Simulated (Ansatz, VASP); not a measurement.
Two plane-wave programs on Si

INCAR

```
SYSTEM = Si
PREC = Accurate
ENCUT = 520
EDIFF = 1E-6
ISMEAR = 0
SIGMA = 0.05
LREAL = .FALSE.
LASPH = .TRUE.
NELM = 80
ALGO = Fast
ISIF = 2
LWAVE = .FALSE.
LCHARG = .FALSE.
GGA = PS
NBANDS = 36
```

Contents of KPOINTS:

```
regular mesh
0
G
  10 10 4
  0 0 0
```

Contents of POSCAR:

```
Si
1.0
    3.0004425259     -6.4365498972      0.0000000000
    1.3961426791      5.8630822618      0.0000000000
    0.0000000000      0.0000000000     12.6538471797
Si
12
Direct
    0.7570405043      0.2429594957      0.9450993343
    0.2429594957      0.7570405043      0.0549006657
    0.7570405043      0.2429594957      0.5549006657
    0.2429594957      0.7570405043      0.4450993343
    0.4286865207      0.5713134793      0.1572242050
    0.5713134793      0.4286865207      0.8427757950
    0.4286865207      0.5713134793      0.3427757950
    0.5713134793      0.4286865207      0.6572242050
    0.9712162890      0.0287837110      0.9093716909
    0.0287837110      0.9712162890      0.0906283091
    0.9712162890      0.0287837110      0.5906283091
    0.0287837110      0.9712162890      0.4093716909
```

Input for Ansatz:

```yaml
crystal:
  lattice:
    - [3.0004425259, -6.4365498972, 0.0]
    - [1.3961426791, 5.8630822618, 0.0]
    - [0.0, 0.0, 12.6538471797]
  atoms:
    - { symbol: Si, position: [0.7570405043, 0.2429594957, 0.9450993343] }
    - { symbol: Si, position: [0.2429594957, 0.7570405043, 0.0549006657] }
    - { symbol: Si, position: [0.7570405043, 0.2429594957, 0.5549006657] }
    - { symbol: Si, position: [0.2429594957, 0.7570405043, 0.4450993343] }
    - { symbol: Si, position: [0.4286865207, 0.5713134793, 0.157224205] }
    - { symbol: Si, position: [0.5713134793, 0.4286865207, 0.842775795] }
    - { symbol: Si, position: [0.4286865207, 0.5713134793, 0.342775795] }
    - { symbol: Si, position: [0.5713134793, 0.4286865207, 0.657224205] }
    - { symbol: Si, position: [0.971216289, 0.028783711, 0.9093716909] }
    - { symbol: Si, position: [0.028783711, 0.971216289, 0.0906283091] }
    - { symbol: Si, position: [0.971216289, 0.028783711, 0.5906283091] }
    - { symbol: Si, position: [0.028783711, 0.971216289, 0.4093716909] }
basis:
  ecutwfc: 420
kpoints:
  mp_grid: { grid: [10, 10, 4] }
hamiltonian:
  xc: pbesol
  pseudopotentials: { kind: paw, azcp: { folder: soft_1 } }
scf:
  occupations: { method: gaussian, width: 0.05 }
output:
  forces: true
  stress: true
  eigenvalues: true
```

Change from the starting cell: engineering shear strain xy -0.3000, equal normal strain along x and y +0.1500.

Alike in both runs: task single point; functional PBEsol; k mesh 10 × 10 × 4; occupations gaussian, width 0.05 eV; no spin polarisation.

|  | VASP | Ansatz |
| --- | --- | --- |
| version | VASP 6.6.1 | Ansatz 0.2.0 |
| potentials or method | VASP PAW PBE potentials, release 64 (Si), cutoff 520 eV | scalar-relativistic, plane waves, PAW |
| valence electrons in the cell | 48 | 48 |

|  | VASP | Ansatz | Ansatz less VASP |
| --- | --- | --- | --- |
| gap on the k mesh at the Fermi level (eV) | none | none | - |
| pressure (GPa) | -10.2 | -10.3 | -0.06 |
| traceless stress, the component that is largest in VASP (GPa) | 8.03 | 8.02 | -0.008 |
| rms of the force components (eV/Å) | 0.279 | 0.277 | -0.0015 |

VASP's potentials were made for PBE, not for PBEsol, and Ansatz warns of the same on its side. Atom by atom the forces differ by 0.005 eV/Å (rms over components). A gap of «none» marks a metal or a gap that the smearing closes.
